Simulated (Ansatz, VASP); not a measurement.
# One calculation of Ni, two programs

POSCAR

```
Ni
1.0
    0.0000000000      1.7392116818     -1.7392116818
    0.0000000000      1.7392116818      1.7392116818
    3.4784233636      0.0000000000      0.0000000000
Ni
2
Direct
    0.0000000000      0.0000000000      0.0000000000
    0.5000000000      0.5000000000      0.5000000000
```

The input INCAR.step1:

```
ALGO = Normal ; EDIFF = 1E-4
ENCUT = 520 ; GGA = PE
ISMEAR = 0 ; ISPIN = 2
LASPH = T ; LCHARG = F
LMAXMIX = 4 ; LREAL = F
LWAVE = T ; MAGMOM = 0.8 0.8
NBANDS = 21 ; NELM = 150
PREC = Accurate ; SIGMA = 0.05
```

The input INCAR.step2:

```
ALGO = Normal ; EDIFF = 1E-6
ENCUT = 520 ; ISIF = 2
ISMEAR = 0 ; ISPIN = 2
ISTART = 1 ; LASPH = T
LCHARG = T ; LELF = T
LMAXMIX = 4 ; LMIXTAU = T
LORBIT = 11 ; LREAL = F
LVHAR = T ; LWAVE = F
MAGMOM = 0.8 0.8 ; METAGGA = R2SCAN
NBANDS = 21 ; NELM = 150
PREC = Accurate ; SIGMA = 0.05
```

KPOINTS

```
k-points
0
Gamma
  14 14 10
```

Input for Ansatz:

```yaml
crystal:
  lattice:
    - [0.0, 1.7392116818, -1.7392116818]
    - [0.0, 1.7392116818, 1.7392116818]
    - [3.4784233636, 0.0, 0.0]
  atoms:
    - { symbol: Ni, position: [0.0, 0.0, 0.0], spin: 0.8 }
    - { symbol: Ni, position: [0.5, 0.5, 0.5], spin: 0.8 }
basis:
  ecutwfc: 500
  ecutrho_ratio: 4
kpoints:
  mp_grid: { grid: [14, 14, 10] }
hamiltonian:
  xc: r2scan
scf:
  occupations: { method: gaussian, width: 0.05 }
  lower_state_search: "off"
output:
  forces: true
  stress: true
  eigenvalues: true
  populations: true
magnetization:
  spin_polarized: true
```

Alike in both runs: task single point; functional r2SCAN; k mesh 14 × 14 × 10; occupations gaussian, width 0.05 eV; collinear spin.

|  | VASP | Ansatz |
| --- | --- | --- |
| version | VASP 6.6.1 | Ansatz 0.2.0 |
| potentials or method | VASP PAW PBE potentials, release 64 (Ni), cutoff 520 eV | scalar-relativistic, plane waves, PAW |
| valence electrons in the cell | 20 | 36 |

|  | VASP | Ansatz | Ansatz less VASP |
| --- | --- | --- | --- |
| gap on the k mesh at the Fermi level (eV) | none | none | - |
| pressure (GPa) | 0.4 | 0.0 | -0.41 |
| traceless stress, the component that is largest in VASP (GPa) | -0.23 | -0.17 | +0.057 |
| net moment per atom (μB) | 0.74 | 0.75 | +0.006 |
| size of the moment on the site where the two differ most (μB) | 0.76 | 0.81 | +0.055 |

VASP's potentials were made for PBE, not for r2SCAN. Site moments also hang on the region over which each program counts them. A gap of «none» marks a metal or a gap that the smearing closes. VASP's potentials hold 20 valence electrons a cell and Ansatz's 36, so a difference there can come from the potentials and not from the codes. Ansatz's warnings: stability check not made.
